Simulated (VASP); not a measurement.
# HfNbSe4: single point with PBE

HfNbSe4:

```xyz
6
Lattice="6.0528 0.0000 0.0000 -3.0264 5.2419 0.0000 0.0000 0.0000 4.9049" Properties=species:S:1:pos:R:3 pbc="T T T"
Hf    0.0000    3.4946    0.0000
Nb    3.0264    1.7473    0.0000
Se    0.0000    0.0000    0.0000
Se    1.5055    0.8692    2.4524
Se    4.5473    0.8692    2.4524
Se    3.0264    3.5035    2.4524
```

| Quantity | Value |
| --- | --- |
| Program | VASP 6.6.1 |
| Task | single point |
| Functional | PBE |
| Potentials or basis | VASP PAW PBE potentials, release 64 (Hf_pv, Nb_sv, Se) |
| Cutoff | 520 eV |
| k mesh | 3 × 3 × 4 |
| Occupations | gaussian, width 0.1 eV |
| Spin | no spin polarisation |

```
Pressure      : -11.3 GPa
Largest force : 1.078 eV/Å
```

Forces in eV/Å, atoms in the order of the input:
```
Hf   0.000  0.000  0.000
Nb   0.000  0.000  0.000
Se   0.000  0.000  0.000
Se   0.933  0.539  0.000
Se  -0.933  0.539  0.000
Se   0.000 -1.078  0.000
```

Stress tensor (GPa, compression positive):
```
-12.49   0.00   0.00
  0.00 -12.49   0.00
  0.00   0.00  -8.98
```

Levels at points of the mesh, in eV from the Fermi level:
| k point | band 20 | band 21 | band 22 | band 23 | band 24 | band 25 | band 26 | band 27 |
| --- | --- | --- | --- | --- | --- | --- | --- | --- |
| (0.00, 0.00, 0.00) | -2.29 | -0.43 | -0.10 | 0.08 | 0.08 | 0.27 | 0.27 | 0.75 |
| (0.00, 0.00, 0.50) | -0.57 | -0.29 | 0.35 | 0.35 | 0.38 | 0.38 | 0.81 | 0.82 |

Wall time 120 s on 1 thread of Intel Xeon 8259CL (shared host), peak memory 0.29 GiB.

Caveat: the k points lie up to 0.40 Å⁻¹ apart; spin-orbit coupling is left out, which moves the levels of the heavy elements; forces of over 1 eV/Å act on the atoms, so gaps and moduli don't describe the material at rest.
